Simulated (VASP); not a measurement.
Here is a VASP 6.6.1 calculation.

File INCAR:

```
SYSTEM = Si10H5Cl
PREC = Accurate
ENCUT = 520
EDIFF = 1E-6
ISMEAR = -1
SIGMA = 0.02
LREAL = Auto
LASPH = .TRUE.
NELM = 60
ALGO = Normal
ISIF = 2
LWAVE = .FALSE.
LCHARG = .FALSE.
GGA = PS
NBANDS = 74
```

The input KPOINTS:

```
regular mesh
0
G
  2 2 1
  0 0 0
```

Contents of POSCAR:

```
Si10H5Cl
1.0
    7.6791800000      0.0000000000      0.0000000000
    0.0000000000      7.6791800000      0.0000000000
    0.0000000000      0.0000000000     20.2543620000
H Si Cl
10 20 2
Direct
    0.4093920184      0.0000000000      0.0493720809
    0.0906079816      0.0000000000      0.0493720809
    0.9093920184      0.0000000000      0.0493720809
    0.5906079816      0.0000000000      0.0493720809
    0.4093920184      0.5000000000      0.0493720809
    0.0906079816      0.5000000000      0.0493720809
    0.9093920184      0.5000000000      0.0493720809
    0.5906079816      0.5000000000      0.0493720809
    0.2429314067      0.4687137168      0.4200224129
    0.7493063061      0.4549200566      0.4222967872
    0.2500000000      0.0000000000      0.0921036170
    0.7500000000      0.0000000000      0.0921036170
    0.2500000000      0.5000000000      0.0921036170
    0.7500000000      0.5000000000      0.0921036170
    0.2703232637      0.2458423946      0.1580311441
    0.7638319456      0.2527575861      0.1535015519
    0.2420370404      0.7507724783      0.1599346847
    0.7404798429      0.7525578252      0.1612575109
    0.0125726966      0.2555961704      0.2179918084
    0.5271492529      0.2514295797      0.2239558570
   -0.0090116393      0.7526868754      0.2281218732
    0.4861879784      0.7567153003      0.2300008759
   -0.0285469282      0.0154661045      0.2876221922
    0.4534850075     -0.0509909912      0.3223141761
   -0.0091408197      0.4934706570      0.2904724918
    0.4912045297      0.4969962939      0.2900303154
    0.2046764108      0.1124771134      0.3540325289
    0.6947490487      0.1233554885      0.3159947472
    0.2404797127      0.4173314078      0.3486896798
    0.7371628221      0.4167013926      0.3497380959
    0.1814818770      0.0814469774      0.4560654638
    0.4247971789     -0.2317665428      0.4008057129
```

Potentials or basis: VASP PAW PBE potentials, release 64 (H, Si, Cl).

The run is started by

```console
$ cat potpaw_PBE.64/H/POTCAR potpaw_PBE.64/Si/POTCAR potpaw_PBE.64/Cl/POTCAR > POTCAR
$ mpirun -np 1 vasp_std > vasp.out
```

Question: Estimate the band gap on the k mesh.

Answer: 1.28 eV, indirect (least direct gap 1.35 eV).

Question: Predict the largest force.

Answer: 0.565 eV/Å.

Forces on the atoms (eV/Å):
```
H   -0.477 -0.155 -0.070
H    0.444  0.074 -0.030
H   -0.467 -0.168 -0.071
H    0.466  0.004 -0.052
H   -0.492  0.183 -0.092
H    0.401 -0.135  0.024
H   -0.473  0.288 -0.113
H    0.478  0.022 -0.070
H   -0.013  0.000  0.003
H   -0.001 -0.005  0.003
Si   0.018 -0.185  0.077
Si  -0.032 -0.193 -0.002
Si   0.359 -0.078  0.399
Si  -0.098  0.542 -0.120
Si   0.040 -0.007  0.013
Si   0.025 -0.001 -0.010
Si  -0.013  0.001 -0.003
Si  -0.020  0.003  0.002
Si   0.028 -0.002 -0.013
Si   0.038 -0.016  0.012
Si  -0.017 -0.004 -0.003
Si  -0.024  0.012  0.007
Si  -0.070  0.001 -0.021
Si  -0.065 -0.134  0.169
Si  -0.025 -0.002 -0.009
Si  -0.009  0.004 -0.016
Si  -0.088  0.036 -0.004
Si  -0.097  0.003 -0.041
Si  -0.016  0.016 -0.020
Si  -0.016 -0.012  0.009
Cl  -0.145 -0.072 -0.078
Cl   0.361 -0.018  0.120
```

Caveat: the PAW data sets were made with another functional, which shifts forces and pressure a little.
